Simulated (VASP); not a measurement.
# PbF: single point with PBE

PbF:

```
Pb F
1.0
     0.00000    2.95795    2.95795
     2.95795    0.00000    2.95795
     2.95795    2.95795    0.00000
Pb F
1 1
Direct
  0.00000 0.00000 0.00000
  0.75000 0.75000 0.75000
```

```
Program                : VASP 6.6.1
Task                   : single point
Functional             : PBE
Potentials or basis    : VASP PAW PBE potentials, release 64 (Pb_d, F)
Cutoff                 : 520 eV
k mesh                 : 2 × 2 × 2, shifted
Occupations            : gaussian, width 0.1 eV
Spin                   : no spin polarisation
Dipole correction      : no
Further INCAR settings : ALGO = Normal; EDIFF = 1e-06; NBANDS = 18; ISYM = 0
```

```json
{"Pressure": "0.4 GPa"}
```

Levels at points of the mesh, in eV from the Fermi level:
```csv
k point,band 8,band 9,band 10,band 11,band 12,band 13,band 14,band 15
"(0.25, 0.25, 0.25)",-5.48,-5.48,-5.06,0.96,3.54,3.54,7.30,9.71
```

It took 18 s on 1 thread of Intel Xeon 6975P-C (shared host), peak memory 0.17 GiB.

Caveat: the k points lie up to 0.92 Å⁻¹ apart; spin-orbit coupling is left out, which moves the levels of the heavy elements; an odd number of electrons without spin polarisation forces a metal; a magnetic or distorted state may lie lower.
